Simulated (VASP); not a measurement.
## CuO: single point with PBE+U

CuO:

```
Cu O
1.0
     2.34465   -1.71340    0.00000
     2.34465    1.71340    0.00000
    -0.86055    0.00000    5.05944
Cu O
2 2
Cartesian
  1.1723 0.8457 0.0000
  0.7421 -0.8457 2.5297
  2.0724 -0.2841 1.2836
  1.6421 0.2841 3.8133
```

* Program: VASP 6.6.1
* Task: single point
* Functional: PBE
* Potentials or basis: VASP PAW PBE potentials, release 64 (Cu, O)
* Cutoff: 520 eV
* k mesh: 7 × 7 × 4
* Occupations: fermi-dirac, width 0.1 eV
* Spin: collinear spin, ferromagnetic start
* Starting moments: [1.0, 1.0, 0.0, 0.0] μB
* Hubbard terms: Cu d U = 4.0 eV

| Property | Result |
| --- | --- |
| Pressure | 4.8 GPa |
| Largest force | 0.807 eV/Å |
| Net moment | 1.95 μB per cell |
| Site moments | Cu +0.65; O +0.29 μB |
| Valence electrons inside the program's atomic spheres | Cu 9.91; O 5.00 |

Forces in eV/Å, atoms in the order of the input:
```
Cu  -0.689  0.301  0.291
Cu  -0.689 -0.301  0.291
O    0.689  0.108 -0.291
O    0.689 -0.108 -0.291
```

Stress tensor (GPa, compression positive):
```
 4.23  0.00 -0.22
 0.00  5.07  0.00
-0.22  0.00  5.23
```

Levels at points of the mesh, in eV from the Fermi level:
Spin up:
```
           k point  band 15  band 16  band 17  band 18  band 19  band 20  band 21  band 22
(0.00, 0.00, 0.00)    -2.67    -2.28    -0.60    -0.06     1.68     6.38     8.24    13.67
(0.00, 0.00, 0.50)    -1.97    -1.97    -0.70    -0.70     4.01     4.01    11.86    11.86
```
Spin down:
| k point | band 13 | band 14 | band 15 | band 16 | band 17 | band 18 | band 19 | band 20 |
| --- | --- | --- | --- | --- | --- | --- | --- | --- |
| (0.00, 0.00, 0.00) | -2.72 | -2.21 | -2.15 | -1.68 | 1.28 | 1.96 | 2.10 | 6.50 |
| (0.00, 0.00, 0.50) | -3.00 | -3.00 | -1.45 | -1.45 | 1.51 | 1.51 | 4.31 | 4.31 |

Eigenvalues of the final occupation matrices:
| site | spin | trace | eigenvalues |
| --- | --- | --- | --- |
| site 1 d | 1 | 4.91 | 0.96 0.97 0.97 0.98 1.02 |
| site 1 d | 2 | 4.26 | 0.40 0.95 0.97 0.97 0.98 |
| site 2 d | 1 | 4.91 | 0.96 0.97 0.97 0.98 1.02 |
| site 2 d | 2 | 4.26 | 0.40 0.95 0.97 0.97 0.98 |

Run time: 2.5 min on 1 thread of Intel Xeon 6975P-C (shared host), peak memory 0.24 GiB.

The state reached can hang on the start; a lower one may exist.
